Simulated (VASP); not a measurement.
# BN (Cm) in VASP: a series of runs

Runs on BN. Level: PBE. Tasks: single point.

All numbers are computed with VASP 6.6.1; they aren't measurements. Logs are shortened: lines on timing, memory, paths and dates and some standing lists are left out, and cuts for length are marked.

### 1 The cell of the first run

The structure is monoclinic, space group Cm (No. 8). The conventional cell has a = 4.352 Å, b = 2.512 Å, c = 4.108 Å, α = 90.00°, β = 109.94°, γ = 90.00°. B (site symmetry m) has 3 N at 1.45 Å within 1.9 Å. N (site symmetry m) has 3 B at 1.45 Å within 1.9 Å.

### 2 Single point, PBE

Contents of INCAR:

```
ALGO = Normal ; EDIFF = 1E-6
ENCUT = 520 ; GGA = PE
ISIF = 2 ; ISMEAR = 0
LASPH = True ; LCHARG = False
LREAL = False ; LWAVE = False
NBANDS = 11 ; NELM = 60
PREC = Accurate ; SIGMA = 0.1
```

Contents of KPOINTS:

```
k-points
0
Gamma
  8 8 6
```

Contents of POSCAR:

```
BN
1.0
    2.1756360116     -1.2561772780     -0.0280916014
    2.1756360116      1.2561772780     -0.0280916014
   -1.3508820818      0.0000000000      3.8795138724
B N
1 1
Direct
   -0.0004237991     -0.0004237991      0.9987363017
    0.3328568191      0.3328568191     -0.0014372517
```

Potentials or basis: VASP PAW PBE potentials, release 64 (B, N).

The run is started by

```sh
$ cat potpaw_PBE.64/B/POTCAR potpaw_PBE.64/N/POTCAR > POTCAR
$ mpirun -np 1 vasp_std > vasp.out
```

OUTCAR:

```text
EDIFF = 1E-6
   ENCUT = 520
   GGA = PE
   ISIF = 2
   ISMEAR = 0
   LASPH = True
   LREAL = False
   NELM = 60
   PREC = Accurate

 ion  position               nearest neighbor table
   1  1.000  1.000  0.999-   2 1.45   2 1.45   2 1.45
   2  0.333  0.333  0.999-   1 1.45   1 1.45   1 1.45

  LATTYP: Found a base centered monoclinic cell.
 ALAT       =     4.3516347241
 B/A-ratio  =     0.5773358095
 C/A-ratio  =     0.9440087579
 COS(beta)  =    -0.3410086661

  Lattice vectors:

 A1 = (   2.1756360116,  -1.2561772780,  -0.0280916014)
 A2 = (   2.1756360116,   1.2561772780,  -0.0280916014)
 A3 = (  -1.3508820818,   0.0000000000,   3.8795138724)

Analysis of symmetry for initial positions (statically):
=====================================================================
 Subroutine PRICEL returns:
 Original cell was already a primitive cell.

 Routine SETGRP: Setting up the symmetry group for a
 base centered monoclinic supercell.

 Subroutine GETGRP returns: Found  2 space group operations
 (whereof  2 operations were pure point group operations)
 out of a pool of  4 trial point group operations.

The static configuration has the point symmetry C_1h.

Analysis of symmetry for dynamics (positions and initial velocities):
=====================================================================
 Subroutine PRICEL returns:
 Original cell was already a primitive cell.

 Routine SETGRP: Setting up the symmetry group for a
 base centered monoclinic supercell.

 Subroutine GETGRP returns: Found  2 space group operations
 (whereof  2 operations were pure point group operations)
 out of a pool of  4 trial point group operations.

The dynamic configuration has the point symmetry C_1h.

 Subroutine INISYM returns: Found  2 space group operations
 (whereof  2 operations are pure point group operations),
 and found     1 'primitive' translations

----------------------------------------------------------------------------------------

                                     Primitive cell

  volume of cell :      21.1100

  direct lattice vectors                    reciprocal lattice vectors
     2.175636012 -1.256177278 -0.028091601     0.230855792 -0.398032992  0.080386090
     2.175636012  1.256177278 -0.028091601     0.230855792  0.398032992  0.080386090
    -1.350882082  0.000000000  3.879513872     0.003343259  0.000000000  0.258928407

  length of vectors
     2.512401749  2.512401749  4.107981291     0.467104466  0.467104466  0.258949990

  position of ions in fractional coordinates (direct lattice)
     0.999576201  0.999576201  0.998736302
     0.332856819  0.332856819  0.998562748

  ion indices of the primitive-cell ions
   primitive index   ion index
                 1           1
                 2           2

----------------------------------------------------------------------------------------

 KPOINTS: k-points

Automatic generation of k-mesh.
 Grid dimensions read from file:
 generate k-points for:    8    8    6

 Generating k-lattice:

  Cartesian coordinates                     Fractional coordinates (reciprocal lattice)
     0.028856974 -0.049754124  0.010048261     0.125000000  0.000000000 -0.000000000
     0.028856974  0.049754124  0.010048261     0.000000000  0.125000000 -0.000000000
     0.000557210  0.000000000  0.043154735     0.000000000  0.000000000  0.166666667

  Length of vectors
     0.058388058  0.058388058  0.043158332

  Shift w.r.t. Gamma in fractional coordinates (k-lattice)
     0.000000000  0.000000000  0.000000000

 Subroutine IBZKPT returns following result:
 ===========================================

 Found    114 irreducible k-points:

 Following reciprocal coordinates:
            Coordinates               Weight
  0.000000  0.000000  0.000000      1.000000
  0.125000 -0.000000  0.000000      4.000000
  0.250000 -0.000000  0.000000      4.000000
  0.375000  0.000000  0.000000      4.000000
  0.500000 -0.000000  0.000000      2.000000
  0.125000  0.125000  0.000000      2.000000
[... 16 lines left out ...]
  0.125000  0.000000  0.166667      4.000000
  0.250000  0.000000  0.166667      4.000000
 [... further k-points ...]
   k-points           NKPTS =    114   k-points in BZ     NKDIM =    114   number of bands    NBANDS=     11
   number of dos      NEDOS =    301   number of ions     NIONS =      2
   total plane-waves  NPLWV =  12800
   dimension x,y,z NGX =    20 NGY =   20 NGZ =   32
   dimension x,y,z NGXF=    40 NGYF=   40 NGZF=   64
   ions per type =               1   1
   NGX,Y,Z   is equivalent  to a cutoff of  13.23, 13.23, 12.95 a.u.
   NGXF,Y,Z  is equivalent  to a cutoff of  26.47, 26.47, 25.90 a.u.
 SYSTEM =  unknown system
   PREC   = accura    normal or accurate (medium, high low for compatibility)
   ISTART =      0    job   : 0-new  1-cont  2-samecut
   ICHARG =      2    charge: 1-file 2-atom 10-const
   ISPIN  =      1    spin polarized calculation?
   LNONCOLLINEAR =      F non collinear calculations
   LSORBIT =      F    spin-orbit coupling
   LASPH  =      T    aspherical Exc in radial PAW
   ENCUT  =  520.0 eV  38.22 Ry    6.18 a.u.   4.67  4.67  7.64*2*pi/ulx,y,z
   NELM   =     60;   NELMIN=  2; NELMDL= -5     # of ELM steps
   EDIFF  = 0.1E-05   stopping-criterion for ELM
   LREAL  =      F    real-space projection
   EDIFFG = 0.1E-04   stopping-criterion for IOM
   NSW    =      0    number of steps for IOM
   IBRION =     -1    ionic relax: 0-MD 1-quasi-New 2-CG
   NFREE  =      0    steps in history (QN), initial steepest desc. (CG)
   ISIF   =      2    stress and relaxation
   ISYM   =      2    0-nonsym 1-usesym 2-fastsym
   POTIM  = 0.5000    time-step for ionic-motion
   TEBEG  =    0.0;   TEEND  =   0.0 temperature during run
   PSTRESS=    0.0 pullay stress
   NELECT =       8.0000    total number of electrons
   NUPDOWN=      -1.0000    fix difference up-down
   EMIN   =  10.00;   EMAX   =-10.00  energy-range for DOS
   EFERMI =   0.00;   METHOD = LEGACY
   ISMEAR =     0;   SIGMA  =   0.10  broadening in eV -4-tet -1-fermi 0-gaus
   EFERMI_NEDOS =   21; number of points for ismear=-14 and -15
   IALGO  =     38    algorithm
   IMIX   =      4    mixing-type and parameters
     AMIX     =   0.40;   BMIX     =  1.00
     AMIX_MAG =   1.60;   BMIX_MAG =  1.00
  volume/ion in A,a.u.               =      10.55        71.23
  Fermi-wavevector in a.u.,A,eV,Ry     =   1.184702  2.238762 19.096023  1.403518
  Thomas-Fermi vector in A             =   2.320911
   LORBIT       =      0    0 simple, 1 ext, 2 COOP (PROOUT), +10 PAW based schemes
   GGA     = PE    functional components
   LHFCALC =     F    Hartree Fock is set to
   AEXX    =    0.0000 exact exchange contribution
   IVDW    =     0    specifies the selected vdW correction
   LEPSILON=     F    determine dielectric tensor
   LRPA    =     F    only Hartree local field effects (RPA)
 non-spin polarized calculation
 Gauss-broadening in eV      SIGMA  =   0.10
  energy-cutoff  :      520.00
  volume of cell :       21.11
 maximum number of plane-waves:       588
   NGX =  9   NGY =  9   NGZ = 15

 number of electron       7.9999999 magnetization

 Free energy of the ion-electron system (eV)
  ---------------------------------------------------
  ext. energy  EPLUGINS =         0.00000000
  ---------------------------------------------------
  free energy    TOTEN  =       -17.60142333 eV

  energy without entropy =      -17.60142333  energy(sigma->0) =      -17.60142333

 E-fermi :   1.5426     XC(G=0):  -9.0666

 val. band max:        0.9947744696   @ k =  -0.2500   0.3750   0.1667
 cond. band min:       5.5732063437   @ k =   0.5000   0.0000   0.5000
 fundamental gap:      4.5784318741
 Fermi energy:         1.5426468532

 k-point     1 :       0.0000    0.0000    0.0000
  band No.  band energies     occupation
      1     -16.5354      2.00000
      2      -3.5829      2.00000
      3      -0.2312      2.00000
      4      -0.2306      2.00000
      5       5.6959      0.00000
      6      12.6366      0.00000
      7      12.6380      0.00000
      8      13.7542      0.00000
      9      15.0120      0.00000
     10      24.5647      0.00000
     11      26.5446      0.00000

 k-point     2 :       0.1250   -0.0000    0.0000
  band No.  band energies     occupation
      1     -16.2357      2.00000
      2      -3.2156      2.00000
      3      -1.4226      2.00000
      4      -0.7680      2.00000
      5       6.2659      0.00000
      6      12.4647      0.00000
      7      12.8304      0.00000
      8      13.9155      0.00000
      9      15.9342      0.00000
     10      23.5975      0.00000
     11      27.1521      0.00000

 k-point     3 :       0.2500   -0.0000    0.0000
  band No.  band energies     occupation
      1     -15.3799      2.00000
      2      -3.9812      2.00000
      3      -2.1557      2.00000
      4      -1.8286      2.00000
      5       7.7191      0.00000
      6      10.5287      0.00000
      7      12.1664      0.00000
      8      17.0726      0.00000
      9      17.7292      0.00000
     10      21.1352      0.00000
     11      25.3261      0.00000

 k-point     4 :       0.3750    0.0000    0.0000
  band No.  band energies     occupation
      1     -14.1806      2.00000
      2      -6.5292      2.00000
      3      -2.6824      2.00000
      4      -0.6333      2.00000
      5       7.5984      0.00000
      6       9.9030      0.00000
      7      12.2371      0.00000
      8      17.3302      0.00000
      9      19.9624      0.00000
     10      20.7931      0.00000
     11      23.6078      0.00000
[... 239 lines left out ...]
 k-point    22 :       0.0000    0.0000    0.1667
  band No.  band energies     occupation
      1     -16.5148      2.00000
      2      -3.8508      2.00000
      3      -0.2321      2.00000
      4      -0.2316      2.00000
      5       6.4585      0.00000
      6      12.6318      0.00000
      7      12.6321      0.00000
      8      13.5246      0.00000
      9      15.1544      0.00000
     10      22.9375      0.00000
     11      26.5516      0.00000

 k-point    23 :       0.1250    0.0000    0.1667
  band No.  band energies     occupation
      1     -16.2079      2.00000
      2      -3.5729      2.00000
      3      -1.4204      2.00000
      4      -0.7676      2.00000
      5       7.3027      0.00000
      6      12.3855      0.00000
      7      12.9261      0.00000
      8      13.9091      0.00000
      9      15.7737      0.00000
     10      22.2068      0.00000
     11      26.9249      0.00000

 k-point    24 :       0.2500    0.0000    0.1667
  band No.  band energies     occupation
      1     -15.3503      2.00000
      2      -3.9844      2.00000
      3      -2.5343      2.00000
      4      -1.8288      2.00000
      5       8.5921      0.00000
      6      10.9923      0.00000
      7      12.3302      0.00000
      8      17.0656      0.00000
      9      17.0983      0.00000
     10      21.1705      0.00000
     11      24.6334      0.00000

 [... further k-points ...]
[... 5 lines left out ...]
  --------------------------------------------------------------------------------------
  -------------------------------------------------------------------------------------
  Total        0.0050937      0.0058021      0.0295050      0.0000000      0.0000000     -0.0014166
  in kB        0.3865987      0.4403614      2.2393335      0.0000000      0.0000000     -0.1075181
  external PRESSURE =       1.0220979 kB  Pullay stress =       0.0000000 kB

 VOLUME and BASIS-vectors are now :
 -----------------------------------------------------------------------------
  energy-cutoff  :      520.00
  volume of cell :       21.11
      direct lattice vectors                 reciprocal lattice vectors
     2.175636012 -1.256177278 -0.028091601     0.230855792 -0.398032992  0.080386090
     2.175636012  1.256177278 -0.028091601     0.230855792  0.398032992  0.080386090
    -1.350882082  0.000000000  3.879513872     0.003343259  0.000000000  0.258928407

 POSITION                                       TOTAL-FORCE (eV/Angst)
 -----------------------------------------------------------------------------------
      3.00025      0.00000      3.81845         0.001296      0.000000     -0.003092
      0.09941      0.00000      3.85524        -0.001296      0.000000      0.003092
 -----------------------------------------------------------------------------------
    total drift:                               -0.000262     -0.000000     -0.000083

  FREE ENERGIE OF THE ION-ELECTRON SYSTEM (eV)
  ---------------------------------------------------
  free  energy   TOTEN  =       -17.6014233298 eV

  energy  without entropy=      -17.6014233298  energy(sigma->0) =      -17.60142333
```

Wall time 11 s (1 thread of AMD EPYC 9R45 (Zen 5), shared host); peak memory 0.12 GiB.

Results:

```
Free energy            : -17.6014 eV
Pressure               : 0.1 GPa
Largest force          : 0.003 eV/Å
Band gap on the k mesh : 4.58 eV, indirect (least direct gap 4.90 eV)
```

Forces in eV/Å, atoms in the order of the input:
```
B    0.001  0.000 -0.003
N   -0.001  0.000  0.003
```

Levels at points of the mesh, in eV from the valence-band top:
| k point | band 1 | band 2 | band 3 | band 4 | band 5 | band 6 | band 7 | band 8 | band 9 |
| --- | --- | --- | --- | --- | --- | --- | --- | --- | --- |
| (0.00, 0.00, 0.00) | -17.53 | -4.58 | -1.23 | -1.23 | 4.70 | 11.64 | 11.64 | 12.76 | 14.02 |
| (0.50, 0.00, 0.00) | -14.44 | -8.75 | -3.99 | -0.65 | 5.19 | 9.73 | 12.62 | 13.95 | 18.71 |
| (0.50, 0.50, 0.00) | -14.42 | -8.71 | -4.00 | -0.89 | 4.63 | 9.89 | 13.46 | 15.68 | 18.46 |
| (0.00, 0.00, 0.50) | -17.45 | -5.53 | -1.23 | -1.23 | 8.66 | 11.04 | 11.62 | 11.62 | 14.80 |
| (0.50, 0.00, 0.50) | -14.42 | -8.71 | -4.00 | -0.91 | 4.58 | 9.91 | 13.55 | 15.90 | 18.39 |
| (0.50, 0.50, 0.50) | -14.44 | -8.75 | -3.99 | -0.67 | 5.12 | 9.77 | 12.70 | 14.08 | 18.68 |

Caveat: this functional lacks dispersion, which binds the layers, so the pressure and a relaxed spacing across them are unreliable. A k mesh can miss the band edges.

### 3 Single point, PBE

This run uses another cell than the first one: it holds 8 atoms, not 2.

Contents of INCAR:

```
PREC = Accurate
ENCUT = 520
EDIFF = 1E-7
ISMEAR = 0
SIGMA = 0.1
LREAL = False
LASPH = True
NELM = 100
ALGO = Normal
ISIF = 2
LWAVE = False
LCHARG = False
GGA = PE
NBANDS = 26
```

Contents of KPOINTS:

```
regular mesh
0
Gamma
  6 4 2
```

Contents of POSCAR:

```
BN
1.0
    2.1755956940     -1.2560818633     -0.0073497797
   -2.1755956940     -3.7682455899      0.0073497797
    0.6519228272      1.2560818633     -8.3580893653
B N
4 4
Direct
    0.9999984980      0.9997791854      0.9993360543
    0.4999984980      0.9997791854      0.4993360543
    0.4999984980      0.4997791855      0.9993360543
    0.9999984980      0.4997791854      0.4993360543
    0.0000014970      0.6664373245      0.9993134707
    0.5000014971      0.6664373245      0.4993134707
    0.5000014970      0.1664373246      0.9993134707
    0.0000014971      0.1664373245      0.4993134707
```

Potentials or basis: VASP PAW PBE potentials, release 64 (B, N).

The run is started by

```sh
$ cat potpaw_PBE.64/B/POTCAR potpaw_PBE.64/N/POTCAR > POTCAR
$ mpirun -np 1 vasp_std > vasp.out
```

OUTCAR:

```text
PREC = Accurate
   ENCUT = 520
   EDIFF = 1E-7
   ISMEAR = 0
   LREAL = False
   LASPH = True
   NELM = 100
   ISIF = 2
   GGA = PE

 ion  position               nearest neighbor table
   1  1.000  1.000  0.999-   7 1.45   7 1.45   5 1.45
   2  0.500  1.000  0.499-   8 1.45   6 1.45   8 1.45
   3  0.500  0.500  0.999-   5 1.45   5 1.45   7 1.45
   4  1.000  0.500  0.499-   6 1.45   8 1.45   6 1.45
[... 929 lines left out ...]
  -------------------------------------------------------------------------------------
  Total        0.0579378      0.0773966     -0.0435271      0.0172519     -0.0007174     -0.0019277
  in kB        1.0163044      1.3576365     -0.7635214      0.3026201     -0.0125845     -0.0338140
  external PRESSURE =       0.5368065 kB  Pullay stress =       0.0000000 kB

 VOLUME and BASIS-vectors are now :
 -----------------------------------------------------------------------------
  energy-cutoff  :      520.00
  volume of cell :       91.34
      direct lattice vectors                 reciprocal lattice vectors
     2.175595694 -1.256081863 -0.007349780     0.344722957 -0.199031614 -0.003023087
    -2.175595694 -3.768245590  0.007349780    -0.115042419 -0.199031614 -0.038884339
     0.651922827  1.256081863 -8.358089365    -0.000404300  0.000000000 -0.119676104

 POSITION                                       TOTAL-FORCE (eV/Angst)
 -----------------------------------------------------------------------------------
      0.65197     -3.76825     -8.35254        -0.004266     -0.007897      0.000377
     -0.76179     -3.76825     -4.16982        -0.004266     -0.007897      0.000377
      0.65197     -1.25608     -8.35254        -0.004266     -0.007897      0.000377
      1.41380     -2.51216     -4.17717        -0.004266     -0.007897      0.000377
     -0.79842     -1.25608     -8.34745         0.004266      0.007897     -0.000377
     -0.03658     -2.51216     -4.17208         0.004266      0.007897     -0.000377
      1.37718     -0.00000     -8.35480         0.004266      0.007897     -0.000377
     -0.03658      0.00000     -4.17208         0.004266      0.007897     -0.000377
 -----------------------------------------------------------------------------------
    total drift:                                0.000329      0.000637      0.000186

  FREE ENERGIE OF THE ION-ELECTRON SYSTEM (eV)
  ---------------------------------------------------
  free  energy   TOTEN  =       -70.4118339522 eV

  energy  without entropy=      -70.4118339522  energy(sigma->0) =      -70.41183395
```

stdout:

```text
POSCAR found type information on POSCAR B N
 POSCAR found :  2 types and       8 ions
 scaLAPACK will be used
 LDA part: xc-table for (Slater+PW92), standard interpolation
 POSCAR, INCAR and KPOINTS ok, starting setup
 FFT: planning ... GRIDC
 FFT: planning ... GRID_SOFT
 FFT: planning ... GRID
 WAVECAR not read
 entering main loop
```

Wall time 34 s (1 thread of AMD EPYC 9R45 (Zen 5), shared host); peak memory 0.18 GiB.

Results:

- Free energy: -70.4118 eV
- Pressure: 0.1 GPa
- Largest force: 0.009 eV/Å
- Band gap on the k mesh: 4.39 eV

Forces in eV/Å, atoms in the order of the input:
```
B   -0.004 -0.008  0.000
B   -0.004 -0.008  0.000
B   -0.004 -0.008  0.000
B   -0.004 -0.008  0.000
N    0.004  0.008  0.000
N    0.004  0.008  0.000
N    0.004  0.008  0.000
N    0.004  0.008  0.000
```

Stress tensor (GPa, compression positive):
```
 0.10  0.03  0.00
 0.03  0.14  0.00
 0.00  0.00 -0.08
```

Caveat: this functional lacks dispersion, which binds the layers, so the pressure and a relaxed spacing across them are unreliable. A k mesh can miss the band edges.
